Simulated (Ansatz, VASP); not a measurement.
**Si4N in VASP and in Ansatz**

```
Si N
1.0
     3.83334    0.00000    0.00000
     0.00000    3.83334    0.00000
     0.00000    0.00000   21.10348
Si N
4 1
Direct
  0.00000 0.50000 0.18954
  0.00000 0.00000 0.25376
  0.50000 0.00000 0.32071
  0.50000 0.50000 0.38399
  0.75000 0.62500 0.52614
```

Alike in both runs: task single point; functional PBE; dispersion D3(BJ); k mesh 7 × 7 × 1; occupations gaussian, width 0.05 eV; collinear spin.

|  | VASP | Ansatz |
| --- | --- | --- |
| version | VASP 6.6.1 | Ansatz 0.2.0 |
| potentials or method | VASP PAW PBE potentials, release 64 (Si, N), cutoff 520 eV | scalar-relativistic, plane waves, PAW |
| valence electrons in the cell | 21 | 21 |

|  | VASP | Ansatz | Ansatz less VASP |
| --- | --- | --- | --- |
| gap on the k mesh at the Fermi level (eV) | none | none | - |
| rms of the force components (eV/Å) | 0.123 | 0.123 | +0.0004 |
| net moment per atom (μB) | 0.53 | 0.53 | 0.000 |
| size of the moment on the site where the two differ most (μB) | 1.86 | 2.67 | +0.810 |

Site moments also hang on the region over which each program counts them. Atom by atom the forces differ by 0.002 eV/Å (rms over components). A gap of «none» marks a metal or a gap that the smearing closes. Ansatz's warnings: stability check not made.
